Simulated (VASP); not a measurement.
# BaTiO3 (R3m) in VASP: further runs

Runs on BaTiO3. Level: r2SCAN. Tasks: single point, relaxation of cell and atoms.

Program: VASP 6.6.1. These are calculated values, not measurements. Logs are shortened: lines on timing, memory, paths and dates and some standing lists are left out, and cuts for length are marked.

### 1 The cell of the first run

Symmetry: R3m, No. 160, trigonal system. Conventional cell: a = 5.680 Å, b = 5.680 Å, c = 6.994 Å, α = 90.00°, β = 90.00°, γ = 120.00°. Ba (site symmetry 3m) has 12 O at 2.78 to 2.93 Å and 8 Ti at 3.40 to 3.59 Å within 3.7 Å. Within 2.5 Å of Ti (site symmetry 3m) lie 6 O at 1.87 to 2.16 Å. O (site symmetry m) has 2 Ti at 1.87 to 2.16 Å within 2.5 Å.

### 2 Single point, r2SCAN

POSCAR

```
BaTiO3
1.0
    2.8400169739      1.6396845644      2.3313648907
   -2.8400169739      1.6396845644      2.3313648907
    0.0000000000     -3.2793691288      2.3313648906
Ba Ti O
1 1 3
Direct
    0.0012888015      0.0012888015      0.0012888015
    0.5147224843      0.5147224843      0.5147224843
    0.4882246762      0.9786403619      0.4882246762
    0.4882246762      0.4882246762      0.9786403619
    0.9786403619      0.4882246762      0.4882246762
```

INCAR.step1

```
SYSTEM = BaTiO3
  PREC = Accurate
  ENCUT = 520
  ISMEAR = 0
  SIGMA = 0.02
  LREAL = .False.
  LASPH = .True.
  NELM = 100
  NBANDS = 28
  GGA = PE
  ALGO = Normal
  EDIFF = 1E-4
  LWAVE = .True.
  LCHARG = .False.
```

INCAR.step2

```
SYSTEM = BaTiO3
  PREC = Accurate
  ENCUT = 520
  EDIFF = 1E-7
  ISMEAR = 0
  SIGMA = 0.02
  LREAL = .False.
  LASPH = .True.
  NELM = 100
  ALGO = Normal
  ISIF = 2
  LWAVE = .False.
  LCHARG = .False.
  METAGGA = R2SCAN
  LMIXTAU = .True.
  NBANDS = 28
  ISTART = 1
```

KPOINTS

```
Automatic mesh
0
Gamma
  6 6 6
  0 0 0
```

Potentials or basis: VASP PAW PBE potentials, release 64 (Ba_sv, Ti_sv, O).

On the command line:

```sh
> cat potpaw_PBE.64/Ba_sv/POTCAR potpaw_PBE.64/Ti_sv/POTCAR potpaw_PBE.64/O/POTCAR > POTCAR
> cp INCAR.step1 INCAR
> mpirun -np 1 vasp_std > vasp.out
> cp INCAR.step2 INCAR
> mpirun -np 1 vasp_std > vasp.out
```

OUTCAR:

```text
SYSTEM = BaTiO3
   PREC = Accurate
   ENCUT = 520
   EDIFF = 1E-7
   ISMEAR = 0
   LREAL = .False.
   LASPH = .True.
   NELM = 100
   ISIF = 2
   METAGGA = R2SCAN
   ISTART = 1

 ion  position               nearest neighbor table
   1  0.001  0.001  0.001-   3 2.78   5 2.78   4 2.78   4 2.84   4 2.84   3 2.84   5 2.84   3 2.84
                             5 2.84   5 2.93   3 2.93   4 2.93   2 3.40   2 3.45   2 3.45   2 3.45
   2  0.515  0.515  0.515-   4 1.87   3 1.87   5 1.87   4 2.16   3 2.16   5 2.16   1 3.40   1 3.45
                             1 3.45   1 3.45   1 3.51   1 3.51   1 3.51   1 3.59
   3  0.488  0.979  0.488-   2 1.87   2 2.16   1 2.78   1 2.84   1 2.84   1 2.93
   4  0.488  0.488  0.979-   2 1.87   2 2.16   1 2.78   1 2.84   1 2.84   1 2.93
   5  0.979  0.488  0.488-   2 1.87   2 2.16   1 2.78   1 2.84   1 2.84   1 2.93

  LATTYP: Found a trigonal (rhomboedric) cell.
 ALAT       =     4.0236207744
 COS(alpha) =     0.0035906745

  Lattice vectors:

 A1 = (   2.8400169739,   1.6396845644,   2.3313648907)
 A2 = (  -2.8400169739,   1.6396845644,   2.3313648907)
 A3 = (   0.0000000000,  -3.2793691288,   2.3313648906)

Analysis of symmetry for initial positions (statically):
=====================================================================
 Subroutine PRICEL returns:
 Original cell was already a primitive cell.

 Routine SETGRP: Setting up the symmetry group for a
 trigonal (rhombohedral) supercell.

 Subroutine GETGRP returns: Found  6 space group operations
 (whereof  6 operations were pure point group operations)
 out of a pool of 12 trial point group operations.

The static configuration has the point symmetry C_3v.

Analysis of symmetry for dynamics (positions and initial velocities):
=====================================================================
 Subroutine PRICEL returns:
 Original cell was already a primitive cell.

 Routine SETGRP: Setting up the symmetry group for a
 trigonal (rhombohedral) supercell.

 Subroutine GETGRP returns: Found  6 space group operations
 (whereof  6 operations were pure point group operations)
 out of a pool of 12 trial point group operations.

The dynamic configuration has the point symmetry C_3v.

 Subroutine INISYM returns: Found  6 space group operations
 (whereof  6 operations are pure point group operations),
 and found     1 'primitive' translations

----------------------------------------------------------------------------------------

                                     Primitive cell

  volume of cell :      65.1392

  direct lattice vectors                    reciprocal lattice vectors
     2.840016974  1.639684564  2.331364891     0.176055286  0.101645567  0.142977762
    -2.840016974  1.639684564  2.331364891    -0.176055286  0.101645567  0.142977762
     0.000000000 -3.279369129  2.331364891     0.000000000 -0.203291133  0.142977762

  length of vectors
     4.023620774  4.023620774  4.023620774     0.248535561  0.248535561  0.248535561

  position of ions in fractional coordinates (direct lattice)
     0.001288802  0.001288802  0.001288802
     0.514722484  0.514722484  0.514722484
     0.488224676  0.978640362  0.488224676
     0.488224676  0.488224676  0.978640362
     0.978640362  0.488224676  0.488224676

  ion indices of the primitive-cell ions
   primitive index   ion index
                 1           1
                 2           2
                 3           3
                 4           4
                 5           5

----------------------------------------------------------------------------------------

 KPOINTS: Automatic mesh

Automatic generation of k-mesh.
 Grid dimensions read from file:
 generate k-points for:    6    6    6

 Generating k-lattice:

  Cartesian coordinates                     Fractional coordinates (reciprocal lattice)
     0.029342548  0.016940928  0.023829627     0.166666667 -0.000000000 -0.000000000
    -0.029342548  0.016940928  0.023829627    -0.000000000  0.166666667 -0.000000000
     0.000000000 -0.033881856  0.023829627     0.000000000  0.000000000  0.166666667

  Length of vectors
     0.041422594  0.041422594  0.041422594

  Shift w.r.t. Gamma in fractional coordinates (k-lattice)
     0.000000000  0.000000000  0.000000000

 Subroutine IBZKPT returns following result:
 ===========================================

 Found     32 irreducible k-points:

 Following reciprocal coordinates:
            Coordinates               Weight
  0.000000  0.000000  0.000000      1.000000
  0.166667  0.000000 -0.000000      6.000000
  0.333333  0.000000  0.000000      6.000000
  0.500000  0.000000  0.000000      3.000000
  0.166667  0.166667 -0.000000      6.000000
  0.333333  0.166667  0.000000     12.000000
[... 16 lines left out ...]
  0.500000  0.500000  0.166667      6.000000
 -0.333333  0.500000  0.166667     12.000000
 [... further k-points ...]
   k-points           NKPTS =     32   k-points in BZ     NKDIM =     32   number of bands    NBANDS=     28
   number of dos      NEDOS =    301   number of ions     NIONS =      5
   total plane-waves  NPLWV =  27000
   dimension x,y,z NGX =    30 NGY =   30 NGZ =   30
   dimension x,y,z NGXF=    60 NGYF=   60 NGZF=   60
   ions per type =               1   1   3
   NGX,Y,Z   is equivalent  to a cutoff of  12.40, 12.40, 12.40 a.u.
   NGXF,Y,Z  is equivalent  to a cutoff of  24.79, 24.79, 24.79 a.u.
 SYSTEM =  BaTiO3
   PREC   = accura    normal or accurate (medium, high low for compatibility)
   ISTART =      1    job   : 0-new  1-cont  2-samecut
   ICHARG =      0    charge: 1-file 2-atom 10-const
   ISPIN  =      1    spin polarized calculation?
   LNONCOLLINEAR =      F non collinear calculations
   LSORBIT =      F    spin-orbit coupling
   LASPH  =      T    aspherical Exc in radial PAW
   ENCUT  =  520.0 eV  38.22 Ry    6.18 a.u.   7.48  7.48  7.48*2*pi/ulx,y,z
   NELM   =    100;   NELMIN=  2; NELMDL=  0     # of ELM steps
   EDIFF  = 0.1E-06   stopping-criterion for ELM
   LREAL  =      F    real-space projection
   EDIFFG = 0.1E-05   stopping-criterion for IOM
   NSW    =      0    number of steps for IOM
   IBRION =     -1    ionic relax: 0-MD 1-quasi-New 2-CG
   NFREE  =      0    steps in history (QN), initial steepest desc. (CG)
   ISIF   =      2    stress and relaxation
   ISYM   =      2    0-nonsym 1-usesym 2-fastsym
   POTIM  = 0.5000    time-step for ionic-motion
   TEBEG  =    0.0;   TEEND  =   0.0 temperature during run
   PSTRESS=    0.0 pullay stress
   NELECT =      40.0000    total number of electrons
   NUPDOWN=      -1.0000    fix difference up-down
   EMIN   =  10.00;   EMAX   =-10.00  energy-range for DOS
   EFERMI =   0.00;   METHOD = LEGACY
   ISMEAR =     0;   SIGMA  =   0.02  broadening in eV -4-tet -1-fermi 0-gaus
   EFERMI_NEDOS =   21; number of points for ismear=-14 and -15
   IALGO  =     38    algorithm
   IMIX   =      4    mixing-type and parameters
     AMIX     =   0.40;   BMIX     =  1.00
     AMIX_MAG =   1.60;   BMIX_MAG =  1.00
  volume/ion in A,a.u.               =      13.03        87.92
  Fermi-wavevector in a.u.,A,eV,Ry     =   1.391492  2.629538 26.344264  1.936249
  Thomas-Fermi vector in A             =   2.515325
   LORBIT       =      0    0 simple, 1 ext, 2 COOP (PROOUT), +10 PAW based schemes
   METAGGA = R2SCAN    functional components
   LHFCALC =     F    Hartree Fock is set to
   AEXX    =    0.0000 exact exchange contribution
   IVDW    =     0    specifies the selected vdW correction
   LEPSILON=     F    determine dielectric tensor
   LRPA    =     F    only Hartree local field effects (RPA)
 non-spin polarized calculation
 Gauss-broadening in eV      SIGMA  =   0.02
  energy-cutoff  :      520.00
  volume of cell :       65.14
 maximum number of plane-waves:      1776
 NGX is ok and might be reduce to    30
   NGX = 15   NGY = 15   NGZ = 15

 number of electron      40.0000006 magnetization

 Free energy of the ion-electron system (eV)
  ---------------------------------------------------
  ext. energy  EPLUGINS =         0.00000000
  ---------------------------------------------------
  free energy    TOTEN  =       -74.26830686 eV

  energy without entropy =      -74.26830686  energy(sigma->0) =      -74.26830686

 E-fermi :   3.4441     XC(G=0): -11.8073

 val. band max:        3.3397855793   @ k =   0.5000   0.5000   0.5000
 cond. band min:       6.1878346642   @ k =   0.0000   0.0000   0.0000
 fundamental gap:      2.8480490850
 Fermi energy:         3.4440733808

 k-point     1 :       0.0000    0.0000    0.0000
  band No.  band energies     occupation
      1     -55.1719      2.00000
      2     -30.3742      2.00000
      3     -30.3742      2.00000
      4     -30.3719      2.00000
      5     -22.1525      2.00000
      6     -14.4122      2.00000
[... 20 lines left out ...]
     27       8.9572      0.00000
     28      11.4507      0.00000

 k-point     2 :       0.1667    0.0000   -0.0000
  band No.  band energies     occupation
      1     -55.1716      2.00000
      2     -30.3874      2.00000
      3     -30.3737      2.00000
      4     -30.3721      2.00000
      5     -22.1236      2.00000
      6     -14.4289      2.00000
[... 20 lines left out ...]
     27       9.4868      0.00000
     28      12.0957      0.00000

 k-point     3 :       0.3333    0.0000    0.0000
  band No.  band energies     occupation
      1     -55.1711      2.00000
      2     -30.4147      2.00000
      3     -30.3728      2.00000
      4     -30.3711      2.00000
      5     -22.0645      2.00000
      6     -14.5387      2.00000
[... 20 lines left out ...]
     27      10.7359      0.00000
     28      12.2969      0.00000

 k-point     4 :       0.5000    0.0000    0.0000
  band No.  band energies     occupation
      1     -55.1708      2.00000
      2     -30.4283      2.00000
      3     -30.3723      2.00000
      4     -30.3706      2.00000
      5     -22.0344      2.00000
      6     -14.6136      2.00000
[... 578 lines left out ...]
     27      11.4080      0.00000
     28      12.4714      0.00000

 k-point    23 :       0.5000    0.5000    0.1667
  band No.  band energies     occupation
      1     -55.1695      2.00000
      2     -30.4253      2.00000
      3     -30.4235      2.00000
      4     -30.3829      2.00000
      5     -21.9438      2.00000
      6     -13.9681      2.00000
[... 20 lines left out ...]
     27      12.4180      0.00000
     28      12.8334      0.00000

 k-point    24 :      -0.3333    0.5000    0.1667
  band No.  band energies     occupation
      1     -55.1698      2.00000
      2     -30.4252      2.00000
      3     -30.4111      2.00000
      4     -30.3833      2.00000
      5     -21.9620      2.00000
      6     -14.1189      2.00000
[... 20 lines left out ...]
     27      12.0741      0.00000
     28      12.5981      0.00000

 [... further k-points ...]
[... 5 lines left out ...]
  --------------------------------------------------------------------------------------
  -------------------------------------------------------------------------------------
  Total        0.7952884      0.7952884      0.7363877      0.0000000      0.0000000      0.0000000
  in kB       19.5610651     19.5610651     18.1123314      0.0000000      0.0000000      0.0000000
  external PRESSURE =      19.0781538 kB  Pullay stress =       0.0000000 kB

 VOLUME and BASIS-vectors are now :
 -----------------------------------------------------------------------------
  energy-cutoff  :      520.00
  volume of cell :       65.14
      direct lattice vectors                 reciprocal lattice vectors
     2.840016974  1.639684564  2.331364891     0.176055286  0.101645567  0.142977762
    -2.840016974  1.639684564  2.331364891    -0.176055286  0.101645567  0.142977762
     0.000000000 -3.279369129  2.331364891     0.000000000 -0.203291133  0.142977762

 POSITION                                       TOTAL-FORCE (eV/Angst)
 -----------------------------------------------------------------------------------
      0.00000      0.00000      0.00901        -0.000000      0.000000     -0.031995
      0.00000      0.00000      3.60002        -0.000000     -0.000000     -0.174082
     -1.39279      0.80413      4.55803        -0.064265      0.037104      0.068692
      0.00000     -1.60825      4.55803        -0.000000     -0.074207      0.068692
      1.39279      0.80413      4.55803         0.064265      0.037104      0.068692
 -----------------------------------------------------------------------------------
    total drift:                               -0.000000     -0.000001     -0.003485

  FREE ENERGIE OF THE ION-ELECTRON SYSTEM (eV)
  ---------------------------------------------------
  free  energy   TOTEN  =       -74.2683068608 eV

  energy  without entropy=      -74.2683068608  energy(sigma->0) =      -74.26830686
```

Wall time 3.3 min (1 thread of Intel Xeon Platinum 8488C (Sapphire Rapids), shared host); peak memory 0.21 GiB.

What came out:

```yaml
Free_energy: -74.2683 eV
Pressure: 1.9 GPa
Largest_force: 0.174 eV/Å
Band_gap_on_the_k_mesh: 2.85 eV, indirect (least direct gap 3.31 eV)
```

Forces on the atoms (eV/Å):
```
Ba   0.000  0.000 -0.032
Ti   0.000  0.000 -0.174
O   -0.064  0.037  0.069
O    0.000 -0.074  0.069
O    0.064  0.037  0.069
```

Stress tensor (GPa, compression positive):
```
1.96 0.00 0.00
0.00 1.96 0.00
0.00 0.00 1.81
```

Levels at points of the mesh, in eV from the valence-band top:
| k point | band 18 | band 19 | band 20 | band 21 | band 22 | band 23 |
| --- | --- | --- | --- | --- | --- | --- |
| (0.00, 0.00, 0.00) | -0.58 | -0.46 | -0.46 | 2.85 | 2.85 | 2.99 |
| (0.50, 0.00, 0.00) | -1.58 | -1.01 | -0.89 | 3.01 | 4.14 | 4.26 |
| (0.50, 0.50, 0.00) | -0.91 | -0.86 | -0.09 | 4.23 | 4.23 | 4.58 |
| (0.50, 0.50, 0.50) | -0.02 | -0.02 | 0.00 | 4.66 | 4.85 | 4.85 |

Caveat: the PAW data sets were made with another functional, which shifts forces and pressure a little; spin-orbit coupling is left out, which moves the levels of the heavy elements. A k mesh can miss the band edges.

### 3 Relaxation of cell and atoms, r2SCAN

This run uses another cell than the first one, of 13.13 Å³/atom, 1.008 times its volume.

POSCAR

```
BaTiO3
1.0
    2.8482561214      1.6444414384      2.3355603327
   -2.8482561214      1.6444414384      2.3355603327
    0.0000000000     -3.2888828769      2.3355603327
Ba Ti O
1 1 3
Direct
    0.0001460400      0.0001460400      0.0001460400
    0.5133377100      0.5133377100      0.5133377100
    0.4889503100      0.9797166300      0.4889503100
    0.4889503100      0.4889503100      0.9797166300
    0.9797166300      0.4889503100      0.4889503100
```

INCAR.step1

```
  ALGO = Normal
  EDIFF = 1E-4
  ENCUT = 600
  GGA = PE
  ISMEAR = 0
  LASPH = T
  LCHARG = F
  LREAL = F
  LWAVE = T
  NELM = 80
  PREC = Accurate
  SIGMA = 0.02
```

INCAR.step2

```
  ALGO = Normal
  EDIFF = 1E-7
  EDIFFG = -0.01
  ENCUT = 600
  IBRION = 2
  ISIF = 3
  ISMEAR = 0
  ISTART = 1
  LASPH = T
  LCHARG = F
  LMIXTAU = T
  LREAL = F
  LWAVE = F
  METAGGA = R2SCAN
  NELM = 80
  NSW = 100
  PREC = Accurate
  SIGMA = 0.02
```

KPOINTS

```
k-points
0
Gamma
  6 6 6
```

Potentials or basis: VASP PAW PBE potentials, release 64 (Ba_sv, Ti_sv, O).

On the command line:

```sh
> cat potpaw_PBE.64/Ba_sv/POTCAR potpaw_PBE.64/Ti_sv/POTCAR potpaw_PBE.64/O/POTCAR > POTCAR
> cp INCAR.step1 INCAR
> mpirun -np 1 vasp_std > vasp.out
> cp INCAR.step2 INCAR
> mpirun -np 1 vasp_std > vasp.out
```

OUTCAR:

```text
EDIFF = 1E-7
   EDIFFG = -0.01
   ENCUT = 600
   IBRION = 2
   ISIF = 3
   ISMEAR = 0
   ISTART = 1
   LASPH = T
   LREAL = F
   METAGGA = R2SCAN
   NELM = 80
   NSW = 100
   PREC = Accurate

 ion  position               nearest neighbor table
   1  0.000  0.000  0.000-   4 2.79   3 2.79   5 2.79   4 2.85   4 2.85   3 2.85   5 2.85   3 2.85
                             5 2.85   4 2.92   3 2.92   5 2.92   2 3.41   2 3.46   2 3.46   2 3.46
   2  0.513  0.513  0.513-   3 1.89   5 1.89   4 1.89   3 2.16   5 2.16   4 2.16   1 3.41   1 3.46
                             1 3.46   1 3.46   1 3.52   1 3.52   1 3.52   1 3.60
   3  0.489  0.980  0.489-   2 1.89   2 2.16   1 2.79   1 2.85   1 2.85   1 2.92
   4  0.489  0.489  0.980-   2 1.89   2 2.16   1 2.79   1 2.85   1 2.85   1 2.92
   5  0.980  0.489  0.489-   2 1.89   2 2.16   1 2.79   1 2.85   1 2.85   1 2.92

  LATTYP: Found a trigonal (rhomboedric) cell.
 ALAT       =     4.0338062230
 COS(alpha) =     0.0028556995

  Lattice vectors:

[... 306 lines left out ...]
  ext. energy  EPLUGINS =         0.00000000
  ---------------------------------------------------
  free energy    TOTEN  =       -74.28240568 eV

  energy without entropy =      -74.28240568  energy(sigma->0) =      -74.28240568

 E-fermi :   3.4183     XC(G=0): -11.7667

 val. band max:        3.2902960160   @ k =   0.5000   0.5000   0.5000
 cond. band min:       6.0432257934   @ k =   0.0000   0.0000   0.0000
 fundamental gap:      2.7529297775
 Fermi energy:         3.4183188116

 k-point     1 :       0.0000    0.0000    0.0000
  band No.  band energies     occupation
      1     -55.2984      2.00000
      2     -30.4905      2.00000
      3     -30.4896      2.00000
      4     -30.4896      2.00000
      5     -22.2233      2.00000
      6     -14.4546      2.00000
[... 637 lines left out ...]
     23       7.6969      0.00000
     24       9.3138      0.00000

 [... further k-points ...]
[... 5 lines left out ...]
  --------------------------------------------------------------------------------------
  -------------------------------------------------------------------------------------
  Total        0.0236277      0.0236277      0.0197682      0.0000000     -0.0000000      0.0000000
  in kB        0.5768488      0.5768488      0.4826219      0.0000000     -0.0000000      0.0000000
  external PRESSURE =       0.5454398 kB  Pullay stress =       0.0000000 kB
[... 20 lines left out ...]
  FREE ENERGIE OF THE ION-ELECTRON SYSTEM (eV)
  ---------------------------------------------------
  free  energy   TOTEN  =       -74.2824056840 eV

  energy  without entropy=      -74.2824056840  energy(sigma->0) =      -74.28240568

 reached required accuracy - stopping structural energy minimisation
```

It took 7.6 min on 1 thread of Intel Xeon Platinum 8488C (Sapphire Rapids), shared host; peak memory 0.25 GiB.

Results:

* Free energy: -74.2824 eV
* Relaxed volume: 13.13 Å³/atom
* Relaxed cell: a = 4.034 Å, b = 4.034 Å, c = 4.034 Å, α = 89.82°, β = 89.82°, γ = 89.82°
* Space group after relaxing (to 0.05 Å): R3m (No. 160)
* Energy gained by relaxing: 0.0 meV/atom
* Ionic steps: 4
* Pressure after relaxing: 0.1 GPa
* Largest force after relaxing: 0.007 eV/Å
* Band gap on the k mesh: 2.75 eV, indirect (least direct gap 3.19 eV)

Forces on the atoms (eV/Å):
```
Ba   0.000  0.000  0.007
Ti   0.000  0.000  0.005
O   -0.002  0.001 -0.004
O    0.000 -0.002 -0.004
O    0.002  0.001 -0.004
```

Final structure:
```
CELL_PARAMETERS angstrom
2.84780 1.64418 2.33593
-2.84780 1.64418 2.33593
0.00000 -3.28836 2.33593
ATOMIC_POSITIONS crystal
Ba 0.00031 0.00031 0.00031
Ti 0.51357 0.51357 0.51357
O 0.48890 0.97943 0.48890
O 0.48890 0.48890 0.97943
O 0.97943 0.48890 0.48890
```

Levels at points of the mesh, in eV from the valence-band top:
```tsv
k point	band 18	band 19	band 20	band 21	band 22	band 23
(0.00, 0.00, 0.00)	-0.55	-0.44	-0.44	2.75	2.75	2.88
(0.50, 0.00, 0.00)	-1.59	-0.99	-0.88	2.91	4.07	4.17
(0.50, 0.50, 0.00)	-0.91	-0.87	-0.09	4.14	4.15	4.50
(0.50, 0.50, 0.50)	-0.02	-0.02	0.00	4.60	4.76	4.76
```

Caveat: the PAW data sets were made with another functional, which shifts forces and pressure a little; spin-orbit coupling is left out, which moves the levels of the heavy elements.
